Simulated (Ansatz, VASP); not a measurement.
## Be2SeO2 in VASP and in Ansatz

```
Be Se O
1.0
     2.70617    0.00000    0.00000
    -1.35308    2.34361    0.00000
     0.00000    0.00000   11.49259
Be Se O
2 1 2
Direct
  0.33333 0.66667 0.37527
  0.66667 0.33333 0.62473
  0.00000 0.00000 0.00000
  0.66667 0.33333 0.37397
  0.33333 0.66667 0.62603
```

Alike in both runs: functional PBE; k mesh 12 × 12 × 4; occupations gaussian, width 0.1 eV; no spin polarisation.

Ansatz relaxed the structure, and its values are those at the end. VASP's run is a single point on that final structure, the one shown.

|  | VASP | Ansatz |
| --- | --- | --- |
| version | VASP 6.6.1 | Ansatz 0.2.0 |
| potentials or method | VASP PAW PBE potentials, release 64 (Be, Se, O), cutoff 520 eV | scalar-relativistic, plane waves, PAW |
| valence electrons in the cell | 22 | 32 |

```tsv
	VASP	Ansatz	Ansatz less VASP
gap on the k mesh at the Fermi level (eV)	none	none	-
pressure (GPa)	0.1	0.0	-0.06
```

A gap of «none» marks a metal or a gap that the smearing closes. VASP's potentials hold 22 valence electrons a cell and Ansatz's 32, so a difference there can come from the potentials and not from the codes.
